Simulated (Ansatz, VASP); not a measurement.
**Ta4O in VASP and in Ansatz**

```
Ta O
1.0
     3.23205   -0.01525    0.02886
    -0.01525    3.26076   -0.02398
     0.06564   -0.05454    7.38309
Ta O
4 1
Direct
  0.05579 0.01760 0.49592
  0.50999 0.48448 0.78302
  0.49590 0.51050 0.22474
  0.02720 0.01200 0.99005
  0.48610 0.45127 0.51486
```

Change from the starting cell: kmesh displaced: [6, 6, 2] Gamma-centred.

Alike in both runs: task single point; functional PBEsol; k mesh 6 × 6 × 2; occupations gaussian, width 0.1 eV; no spin polarisation.

|  | VASP | Ansatz |
| --- | --- | --- |
| version | VASP 6.6.1 | Ansatz 0.2.0 |
| potentials or method | VASP PAW PBE potentials, release 64 (Ta_pv, O), cutoff 520 eV | scalar-relativistic, plane waves, PAW |
| valence electrons in the cell | 50 | 58 |

VASP gave:

- gap on the k mesh at the Fermi level (eV): none
- pressure (GPa): 0.0
- traceless stress, the component that is largest in VASP (GPa): 5.96
- rms of the force components (eV/Å): 1.213

Problem. Estimate Ansatz's values.

Solution. gap on the k mesh at the Fermi level (eV): none; pressure (GPa): -0.4; traceless stress, the component that is largest in VASP (GPa): 5.83; rms of the force components (eV/Å): 1.186.

VASP's potentials were made for PBE, not for PBEsol. Atom by atom the forces differ by 0.032 eV/Å (rms over components). A gap of «none» marks a metal or a gap that the smearing closes. VASP's potentials hold 50 valence electrons a cell and Ansatz's 58, so a difference there can come from the potentials and not from the codes.

The k mesh is coarse, so the values compare programs but aren't converged. Neither program's run includes spin-orbit coupling.
